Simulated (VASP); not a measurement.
# BC62 (a cell with a defect) in VASP: notebook, part 2 of 2

VASP 6.6.1.

### Step 3. Single point, PBE, collinear spin, zero start

INCAR reads:

```
PREC = Accurate ; ENCUT = 520
EDIFF = 1E-6 ; ISMEAR = -1
SIGMA = 0.02 ; LREAL = Auto
LASPH = T ; NELM = 150
ALGO = Normal ; ISIF = 2
LWAVE = F ; LCHARG = T
ISPIN = 2 ; MAGMOM = 0 0 0 0 0 0 0 0 0 0 0 0 0 0 0 0 0 0 0 0 0 0 0 0 0 0 0 0 0 0 0 0 0 0 0 0 0 0 0 0 0 0 0 0 0 0 0 0 0 0 0 0 0 0 0 0 0 0 0 0 0 0 0
LORBIT = 11 ; GGA = PE
LVHAR = T ; NELECT = 249.0
NBANDS = 166 ; KPAR = 2
NCORE = 2
```

KPOINTS reads:

```
Automatic mesh
0
Gamma
  2 2 2
```

POSCAR reads:

```
BC62
1.0
    7.1400000000      0.0000000000      0.0000000000
    0.0000000000      7.1400000000      0.0000000000
    0.0000000000      0.0000000000      7.1400000000
C B
62 1
Direct
    0.5004170868     -0.0009700280      0.0009886555
    0.6240973389      0.1239432773      0.1246379552
    0.7483672269      0.2487966387      0.0002228291
    0.8725197479      0.3690602241      0.1266229692
    0.7495914566     -0.0008470588      0.2496387955
    0.8745201681      0.1239463585      0.3750945378
   -0.0001628852     -0.0005648459     -0.0005700280
    0.1234056022      0.1263942577      0.1234256303
    0.2595551821      0.2398648459      0.0101169468
    0.3729851541      0.3760992997      0.1234501401
    0.5000530812      0.4996840336     -0.0005544818
    0.6245386555      0.6246100840      0.1244565826
    0.7495773109      0.7499894958     -0.0008348739
    0.8747564426      0.8747376751      0.1244397759
    0.2508987395     -0.0010462185      0.2504915966
    0.3742943978      0.1250151261      0.3753078431
    0.5004936975      0.2485211485      0.2504494398
    0.6238396359      0.3748399160      0.3753459384
    0.7495962185      0.4994131653      0.2496945378
    0.8747609244      0.6245938375      0.3746351541
    0.4996684874     -0.0001609244      0.4995949580
    0.6238684874      0.1250119048      0.6248882353
    0.7488133053      0.2485098039      0.4987278711
    0.8757799720      0.3760621849      0.6262642857
    0.7487976190     -0.0010698880      0.7483103641
    0.8757980392      0.1264106443      0.8758509804
    0.1301539216      0.6267656863      0.1266729692
    0.2507887955      0.7511016807      0.0002446779
    0.3753710084      0.8752481793      0.1246578431
   -0.0009266106      0.2488282913      0.2508540616
    0.1242561625      0.3750134454      0.3745221289
    0.2508247899      0.5005362745      0.2509187675
    0.3753819328      0.6247747899      0.3750978992
    0.5003556022      0.7498617647      0.2496641457
    0.6247557423      0.8746180672      0.3744616246
   -0.0017231092     -0.0009785714      0.4988196078
    0.1245656863      0.1269684874      0.6268359944
    0.2489990196      0.2505324930      0.4997189076
    0.3723421569      0.3746011204      0.6268570028
    0.5004294118      0.5012497199      0.4988240896
    0.6241022409      0.6247606443      0.6238005602
    0.7495882353      0.7498491597      0.4989190476
    0.8745142857      0.8752322129      0.6238245098
    0.2490196078     -0.0000540616      0.7502701681
    0.3723421569      0.1269796919      0.8745414566
    0.4995341737      0.2505260504      0.7502773109
    0.6246742297      0.3750016807      0.8748949580
    0.7483563025      0.5005214286      0.7484889356
    0.8724859944      0.6267319328      0.8689752101
    0.0001028011      0.7500179272      0.2497530812
    0.1245565826      0.8754553221      0.3753317927
   -0.0001635854      0.4996796919      0.4992138655
    0.1233773109      0.6236042017      0.6262168067
    0.2509102241      0.7507514006      0.4987502801
    0.3742918768      0.8754312325      0.6248805322
   -0.0109659664      0.2397803922      0.7396079832
    0.2595698880      0.5103182073      0.7396906162
    0.3730088235      0.6236354342      0.8758900560
    0.5005064426      0.7507284314      0.7483275910
    0.6238432773      0.8754714286      0.8746704482
   -0.0009123249      0.7510725490      0.7485649860
    0.1242392157      0.8746647059      0.8749078431
   -0.0094345938      0.5089808123      0.0087224090
```

Potentials or basis: VASP PAW PBE potentials, release 64 (C, B).

The run is started by

```bash
$ cat potpaw_PBE.64/C/POTCAR potpaw_PBE.64/B/POTCAR > POTCAR
$ mpirun -np 4 vasp_std > vasp.out
```

Wall time 14 min (4 MPI ranks of AMD EPYC 7R13 (Zen 3), shared host); peak memory 0.51 GiB.

It converged, with:

```
Free energy                                           : -584.3167 eV
Largest force                                         : 0.037 eV/Å
Net moment                                            : 0.00 μB per cell
Valence electrons inside the program's atomic spheres : C 2.55, 2.57, 2.56, 2.61, 2.48, 2.54 (each value once); B 2.10
```

Forces on the atoms (eV/Å):
```
C   -0.015  0.017 -0.001
C    0.008 -0.005 -0.021
C   -0.017  0.008  0.010
C    0.012 -0.006 -0.008
C   -0.012  0.012  0.008
C    0.018 -0.001 -0.009
C   -0.012  0.021  0.018
C   -0.008 -0.026 -0.012
C   -0.017  0.026 -0.002
C    0.018 -0.002 -0.012
C   -0.018  0.013  0.019
C    0.007 -0.019 -0.019
C   -0.014  0.002  0.015
C    0.018  0.002 -0.013
C   -0.008  0.017  0.007
C    0.013 -0.009 -0.007
C   -0.014  0.011  0.010
C    0.010  0.000 -0.004
C   -0.012  0.008  0.006
C    0.013 -0.012 -0.007
C   -0.010  0.010  0.018
C    0.011 -0.015 -0.017
C   -0.011  0.013  0.015
C    0.007 -0.003 -0.035
C   -0.009  0.015  0.016
C    0.002 -0.033 -0.005
C    0.018 -0.008 -0.012
C   -0.016  0.012  0.002
C    0.010 -0.005 -0.013
C   -0.008  0.005  0.020
C    0.016 -0.003 -0.009
C   -0.017 -0.002  0.008
C    0.010 -0.008 -0.006
C   -0.014  0.008  0.006
C    0.006 -0.003 -0.006
C   -0.002  0.010  0.012
C    0.027 -0.015 -0.020
C   -0.015  0.008  0.013
C    0.016 -0.016 -0.021
C   -0.014 -0.007  0.014
C    0.007 -0.015 -0.008
C   -0.012  0.006  0.014
C    0.020 -0.007 -0.006
C   -0.018  0.009  0.010
C    0.018 -0.017 -0.019
C   -0.009  0.012  0.013
C    0.013 -0.004 -0.008
C   -0.018  0.000  0.009
C    0.018 -0.003 -0.009
C   -0.010 -0.001 -0.001
C    0.001  0.000 -0.002
C   -0.012  0.008  0.025
C   -0.001 -0.008 -0.025
C   -0.009  0.003  0.015
C    0.020 -0.003 -0.011
C    0.007  0.026  0.026
C   -0.023 -0.009  0.024
C    0.021 -0.012 -0.002
C   -0.015  0.007  0.008
C    0.013 -0.003 -0.003
C   -0.013  0.013  0.006
C    0.023 -0.009 -0.006
B    0.004 -0.007 -0.009
```

Levels at points of the mesh, in eV from the Fermi level:
Spin up:
```csv
k point,band 122,band 123,band 124,band 125,band 126,band 127
"(0.00, 0.00, 0.00)",-1.41,0.00,0.01,0.22,1.98,1.98
"(0.50, 0.00, 0.00)",-1.25,-0.96,-0.78,-0.15,1.40,1.57
"(0.00, 0.50, 0.00)",-1.25,-0.95,-0.79,-0.15,1.40,1.58
"(0.00, 0.00, 0.50)",-1.25,-0.95,-0.78,-0.15,1.40,1.58
"(0.50, 0.50, 0.00)",-0.83,-0.57,-0.22,0.01,1.28,1.77
"(0.00, 0.50, 0.50)",-0.82,-0.58,-0.23,0.02,1.28,1.77
"(0.50, 0.00, 0.50)",-0.84,-0.57,-0.21,0.00,1.28,1.77
"(0.50, 0.50, 0.50)",-1.06,-1.03,-0.62,-0.60,1.72,1.72
```
Spin down:
```
           k point  band 121  band 122  band 123  band 124  band 125  band 126  band 127  band 128
(0.00, 0.00, 0.00)     -1.54     -1.41      0.00      0.01      0.22      1.98      1.98      4.00
(0.50, 0.00, 0.00)     -1.33     -1.25     -0.96     -0.78     -0.15      1.40      1.57      3.67
(0.00, 0.50, 0.00)     -1.32     -1.25     -0.95     -0.79     -0.15      1.40      1.58      3.67
(0.00, 0.00, 0.50)     -1.33     -1.25     -0.95     -0.78     -0.15      1.40      1.58      3.67
(0.50, 0.50, 0.00)     -0.91     -0.83     -0.57     -0.22      0.01      1.28      1.77      3.69
(0.00, 0.50, 0.50)     -0.91     -0.82     -0.58     -0.23      0.02      1.28      1.77      3.69
(0.50, 0.00, 0.50)     -0.91     -0.84     -0.57     -0.21      0.00      1.28      1.77      3.69
(0.50, 0.50, 0.50)     -1.06     -1.06     -1.03     -0.62     -0.60      1.72      1.72      3.92
```

Caveat: the k points lie up to 0.44 Å⁻¹ apart; the cell carries a net charge on a neutralising background, which shifts energy and pressure; the cell is charged against a uniform background, so pressure and absolute levels hang on convention; no moment was typed at the start, so none could form.
